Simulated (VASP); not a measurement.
# Re (P6_3/mmc) in VASP: a series of runs, part 2 of 2

VASP 6.6.1. The steps go on from the part before.

## (4) Single point, PBE (volume scaled by 0.65)

The input, INCAR:

```
SYSTEM = Re
PREC = Accurate
ENCUT = 520
EDIFF = 1E-7
ISMEAR = -1
SIGMA = 0.08
LREAL = .False.
LASPH = .True.
NELM = 80
ALGO = Normal
ISIF = 2
LWAVE = .False.
LCHARG = .False.
GGA = PE
NBANDS = 14
```

The input, KPOINTS:

```
regular mesh
0
Gamma
  16 16 9
  0 0 0
```

The input, POSCAR:

```
Re
1.0
    2.4053660355      0.0000000000      0.0000000000
   -1.2026830178      2.0831080922      0.0000000000
    0.0000000000      0.0000000000      3.8799034052
Re
2
Direct
    0.3333333333      0.6666666667      0.2500000000
    0.6666666667      0.3333333333      0.7500000000
```

Potentials or basis: VASP PAW PBE potentials, release 64 (Re).

The run is started by

```
$ cat potpaw_PBE.64/Re/POTCAR > POTCAR
$ mpirun -np 1 vasp_std > vasp.out
```

OUTCAR:

```text
SYSTEM = Re
   PREC = Accurate
   ENCUT = 520
   EDIFF = 1E-7
   ISMEAR = -1
   LREAL = .False.
   LASPH = .True.
   NELM = 80
   ISIF = 2
   GGA = PE

 ion  position               nearest neighbor table
   1  0.333  0.667  0.250-   2 2.39   2 2.39   2 2.39   2 2.39   2 2.39   2 2.39   2 3.39   2 3.39
                             2 3.39   2 3.39   2 3.39   2 3.39
   2  0.667  0.333  0.750-   1 2.39   1 2.39   1 2.39   1 2.39   1 2.39   1 2.39   1 3.39   1 3.39
                             1 3.39   1 3.39   1 3.39   1 3.39

  LATTYP: Found a hexagonal cell.
 ALAT       =     2.4053660355
 C/A-ratio  =     1.6130199512

  Lattice vectors:

 A1 = (   2.4053660355,   0.0000000000,   0.0000000000)
 A2 = (  -1.2026830178,   2.0831080922,   0.0000000000)
 A3 = (   0.0000000000,   0.0000000000,   3.8799034052)

Analysis of symmetry for initial positions (statically):
=====================================================================
 Subroutine PRICEL returns:
 Original cell was already a primitive cell.

 Routine SETGRP: Setting up the symmetry group for a
 hexagonal supercell.

 Subroutine GETGRP returns: Found 24 space group operations
 (whereof 12 operations were pure point group operations)
 out of a pool of 24 trial point group operations.

The static configuration has the point symmetry D_3d.
 The point group associated with its full space group is D_6h.

Analysis of symmetry for dynamics (positions and initial velocities):
=====================================================================
 Subroutine PRICEL returns:
 Original cell was already a primitive cell.

 Routine SETGRP: Setting up the symmetry group for a
 hexagonal supercell.

 Subroutine GETGRP returns: Found 24 space group operations
 (whereof 12 operations were pure point group operations)
 out of a pool of 24 trial point group operations.

The dynamic configuration has the point symmetry D_3d.
 The point group associated with its full space group is D_6h.

 Subroutine INISYM returns: Found 24 space group operations
 (whereof 12 operations are pure point group operations),
 and found     1 'primitive' translations

----------------------------------------------------------------------------------------

                                     Primitive cell

  volume of cell :      19.4408

  direct lattice vectors                    reciprocal lattice vectors
     2.405366036  0.000000000  0.000000000     0.415737142  0.240025951  0.000000000
    -1.202683018  2.083108092  0.000000000     0.000000000  0.480051901  0.000000000
     0.000000000  0.000000000  3.879903405     0.000000000  0.000000000  0.257738375

  length of vectors
     2.405366036  2.405366036  3.879903405     0.480051901  0.480051901  0.257738375

  position of ions in fractional coordinates (direct lattice)
     0.333333333  0.666666667  0.250000000
     0.666666667  0.333333333  0.750000000

  ion indices of the primitive-cell ions
   primitive index   ion index
                 1           1
                 2           2

----------------------------------------------------------------------------------------

 KPOINTS: regular mesh

Automatic generation of k-mesh.
 Grid dimensions read from file:
 generate k-points for:   16   16    9

 Generating k-lattice:

[... 23 lines left out ...]
  0.312500 -0.000000  0.000000      6.000000
[... 16 lines left out ...]
  0.187500  0.187500  0.000000      6.000000
  0.250000  0.187500  0.000000     12.000000
 [... further k-points ...]
   k-points           NKPTS =    150   k-points in BZ     NKDIM =    150   number of bands    NBANDS=     14
   number of dos      NEDOS =    301   number of ions     NIONS =      2
   total plane-waves  NPLWV =   9720
   dimension x,y,z NGX =    18 NGY =   18 NGZ =   30
   dimension x,y,z NGXF=    36 NGYF=   36 NGZF=   60
   ions per type =               2
   NGX,Y,Z   is equivalent  to a cutoff of  12.44, 12.44, 12.85 a.u.
   NGXF,Y,Z  is equivalent  to a cutoff of  24.88, 24.88, 25.71 a.u.
 SYSTEM =  Re
   PREC   = accura    normal or accurate (medium, high low for compatibility)
   ISTART =      0    job   : 0-new  1-cont  2-samecut
   ICHARG =      2    charge: 1-file 2-atom 10-const
   ISPIN  =      1    spin polarized calculation?
   LNONCOLLINEAR =      F non collinear calculations
   LSORBIT =      F    spin-orbit coupling
   LASPH  =      T    aspherical Exc in radial PAW
   ENCUT  =  520.0 eV  38.22 Ry    6.18 a.u.   4.47  4.47  7.21*2*pi/ulx,y,z
   NELM   =     80;   NELMIN=  2; NELMDL= -5     # of ELM steps
   EDIFF  = 0.1E-06   stopping-criterion for ELM
   LREAL  =      F    real-space projection
   EDIFFG = 0.1E-05   stopping-criterion for IOM
   NSW    =      0    number of steps for IOM
   IBRION =     -1    ionic relax: 0-MD 1-quasi-New 2-CG
   NFREE  =      0    steps in history (QN), initial steepest desc. (CG)
   ISIF   =      2    stress and relaxation
   ISYM   =      2    0-nonsym 1-usesym 2-fastsym
   POTIM  = 0.5000    time-step for ionic-motion
   TEBEG  =    0.0;   TEEND  =   0.0 temperature during run
   PSTRESS=    0.0 pullay stress
   NELECT =      14.0000    total number of electrons
   NUPDOWN=      -1.0000    fix difference up-down
   EMIN   =  10.00;   EMAX   =-10.00  energy-range for DOS
   EFERMI =   0.00;   METHOD = LEGACY
   ISMEAR =    -1;   SIGMA  =   0.08  broadening in eV -4-tet -1-fermi 0-gaus
   EFERMI_NEDOS =   21; number of points for ismear=-14 and -15
   IALGO  =     38    algorithm
   IMIX   =      4    mixing-type and parameters
     AMIX     =   0.40;   BMIX     =  1.00
     AMIX_MAG =   1.60;   BMIX_MAG =  1.00
  volume/ion in A,a.u.               =       9.72        65.60
  Fermi-wavevector in a.u.,A,eV,Ry     =   1.467392  2.772969 29.296608  2.153240
  Thomas-Fermi vector in A             =   2.583015
   LORBIT       =      0    0 simple, 1 ext, 2 COOP (PROOUT), +10 PAW based schemes
   GGA     = PE    functional components
   LHFCALC =     F    Hartree Fock is set to
   AEXX    =    0.0000 exact exchange contribution
   IVDW    =     0    specifies the selected vdW correction
   LEPSILON=     F    determine dielectric tensor
   LRPA    =     F    only Hartree local field effects (RPA)
 non-spin polarized calculation
  energy-cutoff  :      520.00
  volume of cell :       19.44
 maximum number of plane-waves:       543
 NGX is ok and might be reduce to    18
   NGX =  9   NGY =  9   NGZ = 15

 number of electron      14.0000001 magnetization

 Free energy of the ion-electron system (eV)
  ---------------------------------------------------
  ext. energy  EPLUGINS =         0.00000000
  ---------------------------------------------------
  free energy    TOTEN  =       -15.85200607 eV

  energy without entropy =      -15.82758194  energy(sigma->0) =      -15.83979401

 E-fermi :  14.1324     XC(G=0): -16.1160

 val. band max:       14.1068803068   @ k =   0.0625  -0.0000   0.1111
 cond. band min:      14.1765175934   @ k =   0.3125   0.1250   0.3333
 fundamental gap:      0.0696372867
 Fermi energy:        14.1323761745

 k-point     1 :       0.0000    0.0000    0.0000
  band No.  band energies     occupation
      1       1.5007      2.00000
      2       3.6155      2.00000
      3      10.7236      2.00000
      4      10.7236      2.00000
      5      10.8414      2.00000
      6      12.3349      2.00000
      7      12.3349      2.00000
      8      13.9402      1.83395
      9      13.9402      1.83395
     10      16.7806      0.00000
     11      19.4582      0.00000
     12      19.4582      0.00000
     13      28.2535      0.00000
     14      29.4660      0.00000
[... 377 lines left out ...]
      1       5.7613      2.00000
      2       6.3496      2.00000
      3       7.0150      2.00000
      4       8.5871      2.00000
      5       9.7554      2.00000
      6      12.0100      2.00000
      7      12.7382      2.00000
      8      15.8627      0.00000
      9      19.3986      0.00000
     10      20.6521      0.00000
     11      22.2554      0.00000
     12      29.6294      0.00000
     13      31.6094      0.00000
     14      31.7824      0.00000

 [... further k-points ...]
[... 5 lines left out ...]
  --------------------------------------------------------------------------------------
  -------------------------------------------------------------------------------------
  Total       48.6006128     48.6006128     48.5141607     -0.0000000      0.0000000      0.0000000
  in kB     4005.3311991   4005.3311993   3998.2064087     -0.0000001      0.0000000      0.0000000
  external PRESSURE =    4002.9562690 kB  Pullay stress =       0.0000000 kB

 VOLUME and BASIS-vectors are now :
 -----------------------------------------------------------------------------
  energy-cutoff  :      520.00
  volume of cell :       19.44
      direct lattice vectors                 reciprocal lattice vectors
     2.405366036  0.000000000  0.000000000     0.415737142  0.240025951  0.000000000
    -1.202683018  2.083108092  0.000000000     0.000000000  0.480051901  0.000000000
     0.000000000  0.000000000  3.879903405     0.000000000  0.000000000  0.257738375

 POSITION                                       TOTAL-FORCE (eV/Angst)
 -----------------------------------------------------------------------------------
     -0.00000      1.38874      0.96998         0.000000     -0.000000      0.000000
      1.20268      0.69437      2.90993        -0.000000      0.000000      0.000000
 -----------------------------------------------------------------------------------
    total drift:                                0.000000     -0.000000     -0.000000

  FREE ENERGIE OF THE ION-ELECTRON SYSTEM (eV)
  ---------------------------------------------------
  free  energy   TOTEN  =       -15.8520060683 eV

  energy  without entropy=      -15.8275819433  energy(sigma->0) =      -15.83979401
```

OSZICAR:

```text
N       E                     dE             d eps       ncg     rms          rms(c)
DAV:   1     0.316113789778E+02    0.31611E+02   -0.72745E+03  8368   0.140E+03
DAV:   2    -0.163779513571E+02   -0.47989E+02   -0.43058E+02  6934   0.348E+02
DAV:   3    -0.171916901793E+02   -0.81374E+00   -0.80467E+00  6092   0.410E+01
DAV:   4    -0.171979220390E+02   -0.62319E-02   -0.62295E-02  6680   0.220E+00
DAV:   5    -0.171980067597E+02   -0.84721E-04   -0.84714E-04  6160   0.430E-01    0.897E+01
DAV:   6    -0.163295133059E+02    0.86849E+00   -0.58759E-02  7130   0.263E+00    0.553E+01
DAV:   7    -0.158512974214E+02    0.47822E+00   -0.16161E-01  6990   0.439E+00    0.539E-01
DAV:   8    -0.158518771642E+02   -0.57974E-03   -0.47184E-03  7194   0.892E-01    0.250E-01
DAV:   9    -0.158520056475E+02   -0.12848E-03   -0.37455E-04  7070   0.550E-01    0.266E-02
DAV:  10    -0.158520041053E+02    0.15422E-05   -0.35097E-06  7084   0.450E-02    0.199E-02
DAV:  11    -0.158520066777E+02   -0.25724E-05   -0.98177E-07  6996   0.124E-02    0.169E-03
DAV:  12    -0.158520062351E+02    0.44259E-06   -0.98677E-09  3870   0.442E-03    0.112E-03
DAV:  13    -0.158520060749E+02    0.16021E-06   -0.48855E-09  3336   0.205E-03    0.143E-04
DAV:  14    -0.158520060683E+02    0.66102E-08   -0.29820E-09  2964   0.206E-03
   1 F= -.15852006E+02 E0= -.15839794E+02  d E =-.244241E-01
```

stdout:

```text
POSCAR found type information on POSCAR Re
 POSCAR found :  1 types and       2 ions
 scaLAPACK will be used
 LDA part: xc-table for (Slater+PW92), standard interpolation
 POSCAR, INCAR and KPOINTS ok, starting setup
 FFT: planning ... GRIDC
 FFT: planning ... GRID_SOFT
 FFT: planning ... GRID
 WAVECAR not read
 entering main loop
```

Run time: 33 s. Hardware: 1 thread of Intel Xeon 6975P-C, shared host; peak memory 0.16 GiB.

What came out:

```
Free energy            : -15.8520 eV
Pressure               : 400.3 GPa
Band gap on the k mesh : zero (band 7 reaches 17.19 eV, above the bottom of band 8 at 11.17 eV)
```

Levels at points of the mesh, in eV from the Fermi level:
```csv
k point,band 3,band 4,band 5,band 6,band 7,band 8,band 9,band 10,band 11,band 12
"(0.00, 0.00, 0.00)",-3.41,-3.41,-3.29,-1.80,-1.80,-0.19,-0.19,2.65,5.33,5.33
"(0.50, 0.00, 0.00)",-8.84,-4.04,-2.06,-1.20,-0.87,6.92,7.80,8.00,10.83,11.99
```

Caveat: spin-orbit coupling is left out, which moves the levels of the heavy elements.

## (5) Single point, PBE (volume scaled by 0.65)

The input, INCAR:

```
PREC = Accurate
ENCUT = 520
EDIFF = 1E-6
ISMEAR = -1
SIGMA = 0.08
LREAL = False
LASPH = True
NELM = 100
ALGO = Normal
ISIF = 2
LWAVE = False
LCHARG = False
GGA = PE
NBANDS = 14
```

The input, KPOINTS:

```
regular mesh
0
Gamma
  16 16 9
```

POSCAR is that of step 4.

Potentials or basis: VASP PAW PBE potentials, release 64 (Re).

The run is started by

```
$ cat potpaw_PBE.64/Re/POTCAR > POTCAR
$ mpirun -np 1 vasp_std > vasp.out
```

OUTCAR:

```text
PREC = Accurate
   ENCUT = 520
   EDIFF = 1E-6
   ISMEAR = -1
   LREAL = False
   LASPH = True
   NELM = 100
   ISIF = 2
   GGA = PE

 ion  position               nearest neighbor table
   1  0.333  0.667  0.250-   2 2.39   2 2.39   2 2.39   2 2.39   2 2.39   2 2.39   2 3.39   2 3.39
                             2 3.39   2 3.39   2 3.39   2 3.39
   2  0.667  0.333  0.750-   1 2.39   1 2.39   1 2.39   1 2.39   1 2.39   1 2.39   1 3.39   1 3.39
                             1 3.39   1 3.39   1 3.39   1 3.39

  LATTYP: Found a hexagonal cell.
 ALAT       =     2.4053660355
 C/A-ratio  =     1.6130199512

  Lattice vectors:

 A1 = (   2.4053660355,   0.0000000000,   0.0000000000)
 A2 = (  -1.2026830178,   2.0831080922,   0.0000000000)
 A3 = (   0.0000000000,   0.0000000000,   3.8799034052)

Analysis of symmetry for initial positions (statically):
=====================================================================
 Subroutine PRICEL returns:
 Original cell was already a primitive cell.

 Routine SETGRP: Setting up the symmetry group for a
 hexagonal supercell.

 Subroutine GETGRP returns: Found 24 space group operations
 (whereof 12 operations were pure point group operations)
 out of a pool of 24 trial point group operations.

The static configuration has the point symmetry D_3d.
 The point group associated with its full space group is D_6h.

Analysis of symmetry for dynamics (positions and initial velocities):
=====================================================================
 Subroutine PRICEL returns:
 Original cell was already a primitive cell.

 Routine SETGRP: Setting up the symmetry group for a
 hexagonal supercell.

 Subroutine GETGRP returns: Found 24 space group operations
 (whereof 12 operations were pure point group operations)
 out of a pool of 24 trial point group operations.

The dynamic configuration has the point symmetry D_3d.
 The point group associated with its full space group is D_6h.

 Subroutine INISYM returns: Found 24 space group operations
 (whereof 12 operations are pure point group operations),
 and found     1 'primitive' translations

[... 118 lines left out ...]
   LORBIT       =      0    0 simple, 1 ext, 2 COOP (PROOUT), +10 PAW based schemes
   GGA     = PE    functional components
   LHFCALC =     F    Hartree Fock is set to
   AEXX    =    0.0000 exact exchange contribution
   IVDW    =     0    specifies the selected vdW correction
   LEPSILON=     F    determine dielectric tensor
   LRPA    =     F    only Hartree local field effects (RPA)
 non-spin polarized calculation
  energy-cutoff  :      520.00
  volume of cell :       19.44
 maximum number of plane-waves:       543
 NGX is ok and might be reduce to    18
   NGX =  9   NGY =  9   NGZ = 15

 number of electron      14.0000001 magnetization

 Free energy of the ion-electron system (eV)
  ---------------------------------------------------
  ext. energy  EPLUGINS =         0.00000000
  ---------------------------------------------------
  free energy    TOTEN  =       -15.85200645 eV

  energy without entropy =      -15.82758230  energy(sigma->0) =      -15.83979437

 E-fermi :  14.1325     XC(G=0): -16.1160

 val. band max:       14.1069458867   @ k =   0.0625  -0.0000   0.1111
 cond. band min:      14.1766121305   @ k =   0.3125   0.1250   0.3333
 fundamental gap:      0.0696662438
 Fermi energy:        14.1324581163

 k-point     1 :       0.0000    0.0000    0.0000
  band No.  band energies     occupation
      1       1.5008      2.00000
      2       3.6156      2.00000
      3      10.7237      2.00000
      4      10.7237      2.00000
      5      10.8415      2.00000
      6      12.3350      2.00000
      7      12.3350      2.00000
      8      13.9403      1.83398
      9      13.9403      1.83398
     10      16.7807      0.00000
     11      19.4583      0.00000
     12      19.4583      0.00000
     13      28.2535      0.00000
     14      29.4660      0.00000
[... 377 lines left out ...]
      1       5.7613      2.00000
      2       6.3497      2.00000
      3       7.0151      2.00000
      4       8.5872      2.00000
      5       9.7555      2.00000
      6      12.0101      2.00000
      7      12.7383      2.00000
      8      15.8627      0.00000
      9      19.3987      0.00000
     10      20.6522      0.00000
     11      22.2555      0.00000
     12      29.6295      0.00000
     13      31.6095      0.00000
     14      31.7830      0.00000

 [... further k-points ...]
[... 5 lines left out ...]
  --------------------------------------------------------------------------------------
  -------------------------------------------------------------------------------------
  Total       48.6025558     48.6025558     48.5163369     -0.0000000     -0.0000000      0.0000000
  in kB     4005.4913310   4005.4913312   3998.3857604     -0.0000001     -0.0000000      0.0000000
  external PRESSURE =    4003.1228075 kB  Pullay stress =       0.0000000 kB

 VOLUME and BASIS-vectors are now :
 -----------------------------------------------------------------------------
  energy-cutoff  :      520.00
  volume of cell :       19.44
      direct lattice vectors                 reciprocal lattice vectors
     2.405366036  0.000000000  0.000000000     0.415737142  0.240025951  0.000000000
    -1.202683018  2.083108092  0.000000000     0.000000000  0.480051901  0.000000000
     0.000000000  0.000000000  3.879903405     0.000000000  0.000000000  0.257738375

 POSITION                                       TOTAL-FORCE (eV/Angst)
 -----------------------------------------------------------------------------------
     -0.00000      1.38874      0.96998        -0.000000     -0.000000      0.000000
      1.20268      0.69437      2.90993         0.000000      0.000000      0.000000
 -----------------------------------------------------------------------------------
    total drift:                                0.000000     -0.000000     -0.000000

  FREE ENERGIE OF THE ION-ELECTRON SYSTEM (eV)
  ---------------------------------------------------
  free  energy   TOTEN  =       -15.8520064532 eV

  energy  without entropy=      -15.8275822964  energy(sigma->0) =      -15.83979437
```

stdout:

```text
POSCAR found type information on POSCAR Re
 POSCAR found :  1 types and       2 ions
 scaLAPACK will be used
 LDA part: xc-table for (Slater+PW92), standard interpolation
 POSCAR, INCAR and KPOINTS ok, starting setup
 FFT: planning ... GRIDC
 FFT: planning ... GRID_SOFT
 FFT: planning ... GRID
 WAVECAR not read
 entering main loop
```

It took 30 s on 1 thread of Intel Xeon 6975P-C, shared host; peak memory 0.16 GiB.

Results:

* Free energy: -15.8520 eV
* Pressure: 400.3 GPa
* Band gap on the k mesh: zero (band 7 reaches 17.19 eV, above the bottom of band 8 at 11.17 eV)

Caveat: spin-orbit coupling is left out, which moves the levels of the heavy elements.
